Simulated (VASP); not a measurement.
# Rh (P6_3/mmc) in VASP: further runs

Rh is run at these levels: PBEsol; tasks: single point.

Program: VASP 6.6.1. These are calculated values, not measurements. Logs are shortened: lines on timing, memory, paths and dates and some standing lists are left out, and cuts for length are marked.

### 1 The cell of the first run

The structure is hexagonal, space group P6_3/mmc (No. 194). Conventional cell: a = 2.743 Å, b = 2.743 Å, c = 4.416 Å, α = 90.00°, β = 90.00°, γ = 120.00°. Rh (site symmetry -6m2) has 12 Rh at 2.72 to 2.74 Å within 3.6 Å.

This isn't the form of Rh at room conditions, which is fcc.

### 2 Single point, PBEsol (equal strain along all axes, cell held: +2.0 %)

INCAR

```
  PREC = Accurate
  ENCUT = 520
  EDIFF = 1E-6
  ISMEAR = 0
  SIGMA = 0.1
  LREAL = F
  LASPH = T
  NELM = 60
  ALGO = Fast
  ISIF = 2
  LWAVE = F
  LCHARG = T
  GGA = PS
  LELF = T
  LVHAR = T
  NBANDS = 22
```

KPOINTS

```
Automatic mesh
0
Gamma
  24 24 12
```

POSCAR

```
Rh
1.0
    2.7425108065      0.0000000000      0.0000000000
   -1.3712554033      2.3750840286      0.0000000000
    0.0000000000      0.0000000000      4.4156006490
Rh
2
Direct
    0.6666666667      0.3333333333      0.7500000000
    0.3333333333      0.6666666667      0.2500000000
```

Potentials or basis: VASP PAW PBE potentials, release 64 (Rh_pv).

On the command line:

```bash
> cat potpaw_PBE.64/Rh_pv/POTCAR > POTCAR
> mpirun -np 1 vasp_std > vasp.out
```

OUTCAR:

```text
PREC = Accurate
   ENCUT = 520
   EDIFF = 1E-6
   ISMEAR = 0
   LREAL = F
   LASPH = T
   NELM = 60
   ISIF = 2
   GGA = PS

 ion  position               nearest neighbor table
   1  0.667  0.333  0.750-   2 2.72   2 2.72   2 2.72   2 2.72   2 2.72   2 2.72
   2  0.333  0.667  0.250-   1 2.72   1 2.72   1 2.72   1 2.72   1 2.72   1 2.72

  LATTYP: Found a hexagonal cell.
 ALAT       =     2.7425108065
 C/A-ratio  =     1.6100577028

  Lattice vectors:

 A1 = (   2.7425108065,   0.0000000000,   0.0000000000)
 A2 = (  -1.3712554033,   2.3750840286,   0.0000000000)
 A3 = (   0.0000000000,   0.0000000000,   4.4156006490)

Analysis of symmetry for initial positions (statically):
=====================================================================
 Subroutine PRICEL returns:
 Original cell was already a primitive cell.

 Routine SETGRP: Setting up the symmetry group for a
 hexagonal supercell.

 Subroutine GETGRP returns: Found 24 space group operations
 (whereof 12 operations were pure point group operations)
 out of a pool of 24 trial point group operations.

The static configuration has the point symmetry D_3d.
 The point group associated with its full space group is D_6h.

Analysis of symmetry for dynamics (positions and initial velocities):
=====================================================================
 Subroutine PRICEL returns:
 Original cell was already a primitive cell.

 Routine SETGRP: Setting up the symmetry group for a
 hexagonal supercell.

 Subroutine GETGRP returns: Found 24 space group operations
 (whereof 12 operations were pure point group operations)
 out of a pool of 24 trial point group operations.

The dynamic configuration has the point symmetry D_3d.
 The point group associated with its full space group is D_6h.

 Subroutine INISYM returns: Found 24 space group operations
 (whereof 12 operations are pure point group operations),
 and found     1 'primitive' translations

----------------------------------------------------------------------------------------

                                     Primitive cell

  volume of cell :      28.7619

  direct lattice vectors                    reciprocal lattice vectors
     2.742510806  0.000000000  0.000000000     0.364629375  0.210518868  0.000000000
    -1.371255403  2.375084029  0.000000000     0.000000000  0.421037735  0.000000000
     0.000000000  0.000000000  4.415600649     0.000000000  0.000000000  0.226469756

  length of vectors
     2.742510806  2.742510807  4.415600649     0.421037735  0.421037735  0.226469756

  position of ions in fractional coordinates (direct lattice)
     0.666666667  0.333333333  0.750000000
     0.333333333  0.666666667  0.250000000

  ion indices of the primitive-cell ions
   primitive index   ion index
                 1           1
                 2           2

----------------------------------------------------------------------------------------

 KPOINTS: Automatic mesh

Automatic generation of k-mesh.
 Grid dimensions read from file:
 generate k-points for:   24   24   12

 Generating k-lattice:

  Cartesian coordinates                     Fractional coordinates (reciprocal lattice)
     0.015192891  0.008771619  0.000000000     0.041666667 -0.000000000  0.000000000
     0.000000000  0.017543239  0.000000000     0.000000000  0.041666667  0.000000000
     0.000000000  0.000000000  0.018872480     0.000000000  0.000000000  0.083333333

  Length of vectors
     0.017543239  0.017543239  0.018872480

  Shift w.r.t. Gamma in fractional coordinates (k-lattice)
     0.000000000  0.000000000  0.000000000

 Subroutine IBZKPT returns following result:
 ===========================================

 Found    427 irreducible k-points:

 Following reciprocal coordinates:
            Coordinates               Weight
  0.000000  0.000000  0.000000      1.000000
  0.041667  0.000000  0.000000      6.000000
  0.083333  0.000000  0.000000      6.000000
  0.125000  0.000000  0.000000      6.000000
  0.166667  0.000000  0.000000      6.000000
  0.208333 -0.000000  0.000000      6.000000
[... 16 lines left out ...]
  0.416667  0.041667  0.000000     12.000000
  0.458333  0.041667  0.000000     12.000000
 [... further k-points ...]
   k-points           NKPTS =    427   k-points in BZ     NKDIM =    427   number of bands    NBANDS=     22
   number of dos      NEDOS =    301   number of ions     NIONS =      2
   total plane-waves  NPLWV =  14400
   dimension x,y,z NGX =    20 NGY =   20 NGZ =   36
   dimension x,y,z NGXF=    40 NGYF=   40 NGZF=   72
   ions per type =               2
   NGX,Y,Z   is equivalent  to a cutoff of  12.12, 12.12, 13.55 a.u.
   NGXF,Y,Z  is equivalent  to a cutoff of  24.25, 24.25, 27.11 a.u.
 SYSTEM =  unknown system
   PREC   = accura    normal or accurate (medium, high low for compatibility)
   ISTART =      0    job   : 0-new  1-cont  2-samecut
   ICHARG =      2    charge: 1-file 2-atom 10-const
   ISPIN  =      1    spin polarized calculation?
   LNONCOLLINEAR =      F non collinear calculations
   LSORBIT =      F    spin-orbit coupling
   LASPH  =      T    aspherical Exc in radial PAW
   ENCUT  =  520.0 eV  38.22 Ry    6.18 a.u.   5.10  5.10  8.21*2*pi/ulx,y,z
   NELM   =     60;   NELMIN=  2; NELMDL= -5     # of ELM steps
   EDIFF  = 0.1E-05   stopping-criterion for ELM
   LREAL  =      F    real-space projection
   EDIFFG = 0.1E-04   stopping-criterion for IOM
   NSW    =      0    number of steps for IOM
   IBRION =     -1    ionic relax: 0-MD 1-quasi-New 2-CG
   NFREE  =      0    steps in history (QN), initial steepest desc. (CG)
   ISIF   =      2    stress and relaxation
   ISYM   =      2    0-nonsym 1-usesym 2-fastsym
   POTIM  = 0.5000    time-step for ionic-motion
   TEBEG  =    0.0;   TEEND  =   0.0 temperature during run
   PSTRESS=    0.0 pullay stress
   NELECT =      30.0000    total number of electrons
   NUPDOWN=      -1.0000    fix difference up-down
   EMIN   =  10.00;   EMAX   =-10.00  energy-range for DOS
   EFERMI =   0.00;   METHOD = LEGACY
   ISMEAR =     0;   SIGMA  =   0.10  broadening in eV -4-tet -1-fermi 0-gaus
   EFERMI_NEDOS =   21; number of points for ismear=-14 and -15
   IALGO  =     68    algorithm
   IMIX   =      4    mixing-type and parameters
     AMIX     =   0.40;   BMIX     =  1.00
     AMIX_MAG =   1.60;   BMIX_MAG =  1.00
  volume/ion in A,a.u.               =      14.38        97.05
  Fermi-wavevector in a.u.,A,eV,Ry     =   1.660260  3.137437 37.503978  2.756465
  Thomas-Fermi vector in A             =   2.747527
   LORBIT       =      0    0 simple, 1 ext, 2 COOP (PROOUT), +10 PAW based schemes
   GGA     = PS    functional components
   LHFCALC =     F    Hartree Fock is set to
   AEXX    =    0.0000 exact exchange contribution
   IVDW    =     0    specifies the selected vdW correction
   LEPSILON=     F    determine dielectric tensor
   LRPA    =     F    only Hartree local field effects (RPA)
 non-spin polarized calculation
 RMM-DIIS sequential band-by-band and
 Gauss-broadening in eV      SIGMA  =   0.10
  energy-cutoff  :      520.00
  volume of cell :       28.76
 maximum number of plane-waves:       788
   NGX = 11   NGY = 11   NGZ = 17

 number of electron      30.0000009 magnetization

 Free energy of the ion-electron system (eV)
  ---------------------------------------------------
  ext. energy  EPLUGINS =         0.00000000
  ---------------------------------------------------
  free energy    TOTEN  =       -16.12240175 eV

  energy without entropy =      -16.10569535  energy(sigma->0) =      -16.11404855

 E-fermi :  11.0443     XC(G=0): -13.9288

 val. band max:       11.0428432154   @ k =   0.3750   0.1667   0.1667
 cond. band min:      11.0470301661   @ k =   0.3333   0.0833   0.0833
 fundamental gap:      0.0041869507
 Fermi energy:        11.0442675749

 k-point     1 :       0.0000    0.0000    0.0000
  band No.  band energies     occupation
      1     -35.9560      2.00000
      2     -35.3839      2.00000
      3     -35.3839      2.00000
      4     -35.3038      2.00000
      5     -35.2886      2.00000
      6     -35.2886      2.00000
[... 14 lines left out ...]
     21      29.1131      0.00000
     22      29.6219      0.00000

 k-point     2 :       0.0417    0.0000    0.0000
  band No.  band energies     occupation
      1     -35.9525      2.00000
      2     -35.3917      2.00000
      3     -35.3865      2.00000
      4     -35.3053      2.00000
      5     -35.2967      2.00000
      6     -35.2898      2.00000
[... 14 lines left out ...]
     21      29.1797      0.00000
     22      29.6651      0.00000

 k-point     3 :       0.0833    0.0000    0.0000
  band No.  band energies     occupation
      1     -35.9421      2.00000
      2     -35.4146      2.00000
      3     -35.3940      2.00000
      4     -35.3205      2.00000
      5     -35.3098      2.00000
      6     -35.2935      2.00000
[... 14 lines left out ...]
     21      29.3668      0.00000
     22      29.6914      0.00000

 k-point     4 :       0.1250    0.0000    0.0000
  band No.  band energies     occupation
      1     -35.9253      2.00000
      2     -35.4510      2.00000
      3     -35.4058      2.00000
      4     -35.3581      2.00000
      5     -35.3173      2.00000
      6     -35.2994      2.00000
[... 14 lines left out ...]
     21      29.4428      0.00000
     22      29.6254      0.00000

 k-point     5 :       0.1667    0.0000    0.0000
  band No.  band energies     occupation
      1     -35.9025      2.00000
      2     -35.4985      2.00000
      3     -35.4209      2.00000
      4     -35.4065      2.00000
      5     -35.3279      2.00000
      6     -35.3074      2.00000
[... 417 lines left out ...]
 k-point    22 :       0.3750    0.0417    0.0000
  band No.  band energies     occupation
      1     -35.7946      2.00000
      2     -35.7203      2.00000
      3     -35.6963      2.00000
      4     -35.5143      2.00000
      5     -35.4332      2.00000
      6     -35.3657      2.00000
[... 14 lines left out ...]
     21      24.2721      0.00000
     22      25.8929      0.00000

 k-point    23 :       0.4167    0.0417    0.0000
  band No.  band energies     occupation
      1     -35.8244      2.00000
      2     -35.7235      2.00000
      3     -35.6931      2.00000
      4     -35.5236      2.00000
      5     -35.4527      2.00000
      6     -35.3714      2.00000
[... 14 lines left out ...]
     21      23.7827      0.00000
     22      25.4103      0.00000

 k-point    24 :       0.4583    0.0417    0.0000
  band No.  band energies     occupation
      1     -35.8398      2.00000
      2     -35.7376      2.00000
      3     -35.6771      2.00000
      4     -35.5284      2.00000
      5     -35.4647      2.00000
      6     -35.3744      2.00000
[... 14 lines left out ...]
     21      23.5169      0.00000
     22      24.8837      0.00000

 [... further k-points ...]

------------------------ aborting loop because EDIFF is reached ----------------------------------------

  FORCE on cell =-STRESS in cart. coord.  units (eV):
  Direction    XX          YY          ZZ          XY          YZ          ZX
  --------------------------------------------------------------------------------------
  -------------------------------------------------------------------------------------
  Total       -2.6822522     -2.6822522     -2.6486701      0.0000000      0.0000000      0.0000000
  in kB     -149.4146157   -149.4146157   -147.5439272      0.0000000      0.0000000      0.0000000
  external PRESSURE =    -148.7910529 kB  Pullay stress =       0.0000000 kB

 VOLUME and BASIS-vectors are now :
 -----------------------------------------------------------------------------
  energy-cutoff  :      520.00
  volume of cell :       28.76
      direct lattice vectors                 reciprocal lattice vectors
     2.742510806  0.000000000  0.000000000     0.364629375  0.210518868  0.000000000
    -1.371255403  2.375084029  0.000000000     0.000000000  0.421037735  0.000000000
     0.000000000  0.000000000  4.415600649     0.000000000  0.000000000  0.226469756

 POSITION                                       TOTAL-FORCE (eV/Angst)
 -----------------------------------------------------------------------------------
      1.37126      0.79169      3.31170        -0.000000     -0.000000      0.000000
     -0.00000      1.58339      1.10390         0.000000      0.000000      0.000000
 -----------------------------------------------------------------------------------
    total drift:                               -0.000000      0.000000     -0.000000

  FREE ENERGIE OF THE ION-ELECTRON SYSTEM (eV)
  ---------------------------------------------------
  free  energy   TOTEN  =       -16.1224017497 eV

  energy  without entropy=      -16.1056953458  energy(sigma->0) =      -16.11404855
```

Wall time 94 s (1 thread of Intel Xeon 6975P-C (Granite Rapids), shared host); peak memory 0.3 GiB.

Results:

- Free energy: -16.1224 eV
- Pressure: -14.9 GPa
- Band gap on the k mesh: zero (bands 15 and 16 overlap by 2.27 eV)

Caveat: the cell differs from its parent crystal (equal strain along all axes, cell held: +2.0 %); the cell stands under tension; the PAW data sets were made with another functional, which shifts forces and pressure a little.

### 3 Single point, PBEsol (equal strain along all axes, cell held: +4.0 %)

INCAR

```
PREC = Accurate
ENCUT = 520
EDIFF = 1E-7
ISMEAR = 0
SIGMA = 0.1
LREAL = False
LASPH = True
NELM = 100
ALGO = Fast
ISIF = 2
LWAVE = False
LCHARG = False
GGA = PS
NBANDS = 22
```

KPOINTS

```
regular mesh
0
Gamma
  24 24 12
```

POSCAR

```
Rh
1.0
    2.7962855282      0.0000000000      0.0000000000
   -1.3981427641      2.4216543037      0.0000000000
    0.0000000000      0.0000000000      4.5021810539
Rh
2
Direct
    0.6666666667      0.3333333333      0.7500000000
    0.3333333333      0.6666666667      0.2500000000
```

Potentials or basis: VASP PAW PBE potentials, release 64 (Rh_pv).

On the command line:

```bash
> cat potpaw_PBE.64/Rh_pv/POTCAR > POTCAR
> mpirun -np 1 vasp_std > vasp.out
```

Wall time 1.8 min (1 thread of Intel Xeon 6975P-C (Granite Rapids), shared host); peak memory 0.32 GiB.

The run converged. Its results:

| Quantity | Value |
| --- | --- |
| Free energy | -15.9021 eV |
| Pressure | -25.4 GPa |
| Band gap on the k mesh | zero (bands 15 and 16 overlap by 2.05 eV) |

Stress tensor (GPa, compression positive):
```
-25.31   0.00   0.00
  0.00 -25.31   0.00
  0.00   0.00 -25.59
```

Levels at points of the mesh, in eV from the Fermi level:
| k point | band 11 | band 12 | band 13 | band 14 | band 15 | band 16 | band 17 | band 18 | band 19 | band 20 |
| --- | --- | --- | --- | --- | --- | --- | --- | --- | --- | --- |
| (0.00, 0.00, 0.00) | -2.59 | -2.14 | -2.14 | -1.67 | -1.67 | 0.11 | 0.11 | 0.82 | 7.67 | 15.74 |
| (0.50, 0.00, 0.00) | -2.31 | -1.92 | -1.89 | 0.33 | 0.53 | 0.60 | 2.69 | 4.57 | 9.54 | 10.02 |
| (0.00, 0.00, 0.50) | -2.70 | -2.70 | -2.70 | -2.70 | -0.38 | -0.38 | -0.38 | -0.38 | 14.30 | 14.30 |
| (0.50, 0.00, 0.50) | -1.44 | -1.44 | -0.26 | -0.26 | 0.49 | 0.49 | 2.48 | 2.48 | 8.31 | 8.31 |

Caveat: the cell differs from its parent crystal (equal strain along all axes, cell held: +4.0 %); the cell stands under tension; the PAW data sets were made with another functional, which shifts forces and pressure a little.

### 4 Single point, PBEsol (equal strain along all axes, cell held: +6.0 %)

INCAR

```
ALGO     = Fast           # electronic algorithm
EDIFF    = 1E-7           # SCF threshold, eV
ENCUT    = 520            # plane-wave cutoff, eV
GGA      = PS             # functional
ISIF     = 2              # what is computed and relaxed
ISMEAR   = 0              # smearing method
LASPH    = T              # aspherical terms in the spheres
LCHARG   = F              # write CHGCAR
LREAL    = F              # projectors in reciprocal space
LWAVE    = F              # write WAVECAR
NBANDS   = 22             # bands
NELM     = 60             # most SCF steps
PREC     = Accurate       # precision mode
SIGMA    = 0.1            # smearing width, eV
```

KPOINTS

```
k-points
0
Gamma
  24 24 12
```

POSCAR

```
Rh
1.0
    2.8500602499      0.0000000000      0.0000000000
   -1.4250301250      2.4682245787      0.0000000000
    0.0000000000      0.0000000000      4.5887614588
Rh
2
Direct
    0.6666666667      0.3333333333      0.7500000000
    0.3333333333      0.6666666667      0.2500000000
```

On the command line:

```bash
> cat potpaw_PBE.64/Rh_pv/POTCAR > POTCAR
> mpirun -np 1 vasp_std > vasp.out
```

Run time: 2.1 min. Hardware: 1 thread of Intel Xeon 6975P-C (Granite Rapids), shared host; peak memory 0.33 GiB.

The run converged. Its results:

* Free energy: -15.5760 eV
* Pressure: -32.5 GPa
* Band gap on the k mesh: zero (bands 15 and 16 overlap by 1.85 eV)

Stress tensor (GPa, compression positive):
```
-32.30   0.00   0.00
  0.00 -32.30   0.00
  0.00   0.00 -32.94
```

Levels at points of the mesh, in eV from the Fermi level:
```csv
k point,band 12,band 13,band 14,band 15,band 16,band 17,band 18,band 19
"(0.00, 0.00, 0.00)",-1.95,-1.95,-1.52,-1.52,0.10,0.10,0.90,7.18
"(0.50, 0.00, 0.00)",-1.75,-1.71,0.30,0.48,0.54,2.55,4.32,9.17
"(0.00, 0.00, 0.50)",-2.46,-2.46,-2.46,-0.35,-0.35,-0.35,-0.35,13.90
"(0.50, 0.00, 0.50)",-1.31,-0.21,-0.21,0.44,0.44,2.43,2.43,7.82
```

Caveat: the cell differs from its parent crystal (equal strain along all axes, cell held: +6.0 %); the cell stands under tension; the PAW data sets were made with another functional, which shifts forces and pressure a little.

### 5 Overview

```csv
cell,further INCAR settings,gap on the mesh (eV),pressure (GPa)
"a = 2.743, b = 2.743, c = 4.416 Å, angles 90.0, 90.0, 120.0°, 2 atoms",ALGO = Fast; EDIFF = 1e-06; NBANDS = 22,none,-14.9
"a = 2.796, b = 2.796, c = 4.502 Å, angles 90.0, 90.0, 120.0°, 2 atoms",ALGO = Fast; EDIFF = 1e-07; NBANDS = 22,none,-25.4
"a = 2.850, b = 2.850, c = 4.589 Å, angles 90.0, 90.0, 120.0°, 2 atoms",ALGO = Fast; EDIFF = 1e-07; NBANDS = 22,none,-32.5
```

Alike in all rows: task single point; level PBEsol; potentials or basis VASP PAW PBE potentials, release 64 (Rh_pv); no spin polarisation; k mesh 24 × 24 × 12; cutoff (eV) 520; smearing gaussian 0.1 eV.

Caveats: the cell stands under tension; the PAW data sets were made with another functional, which shifts forces and pressure a little.

Absolute energies hang on the potentials; compare differences alone.
